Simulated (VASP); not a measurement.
Wanted: the native input for a VASP 6.6.1 run.

* Task: single point
* Functional: PBEsol
* Potentials or basis: VASP PAW PBE potentials, release 64 (W_sv, C)
* Cutoff: 600 eV
* k mesh: 11 × 11 × 11
* Occupations: methfessel-paxton, width 0.025 eV
* Spin: no spin polarisation
* Dipole correction: no
* Further INCAR settings: ALGO = Normal; EDIFF = 1e-06; NBANDS = 16

The structure of WC lies in POSCAR:

```
WC
1.0
    0.0000000000      2.1926840000      2.1926840000
    2.1926840000      0.0000000000      2.1926840000
    2.1926840000      2.1926840000      0.0000000000
W C
1 1
Direct
    0.0000000000      0.0000000000      0.0000000000
    0.5000000000      0.5000000000      0.5000000000
```

The input as run:

INCAR

```
SYSTEM = WC
  PREC = Accurate
  ENCUT = 600
  EDIFF = 1E-6
  ISMEAR = 1
  SIGMA = 0.025
  LREAL = .False.
  LASPH = .True.
  NELM = 120
  ALGO = Normal
  ISIF = 2
  LWAVE = .False.
  LCHARG = .True.
  GGA = PS
  LELF = .True.
  LVHAR = .True.
  NBANDS = 16
  GGA_COMPAT = .False.
```

KPOINTS

```
Automatic mesh
0
Gamma
  11 11 11
  0 0 0
```

Potentials or basis: VASP PAW PBE potentials, release 64 (W_sv, C).

Command:

```console
$ cat potpaw_PBE.64/W_sv/POTCAR potpaw_PBE.64/C/POTCAR > POTCAR
$ mpirun -np 1 vasp_std > vasp.out
```

It gave:

| Item | Value |
| --- | --- |
| Pressure | -9.1 GPa |
| Band gap on the k mesh | zero (band 9 reaches 13.19 eV, above the bottom of band 10 at 10.11 eV) |

Caveat: the PAW data sets were made with another functional, which shifts forces and pressure a little; spin-orbit coupling is left out, which moves the levels of the heavy elements.

It took 42 s on 1 thread of Intel Xeon 8259CL, with other jobs on the host, peak memory 0.18 GiB.
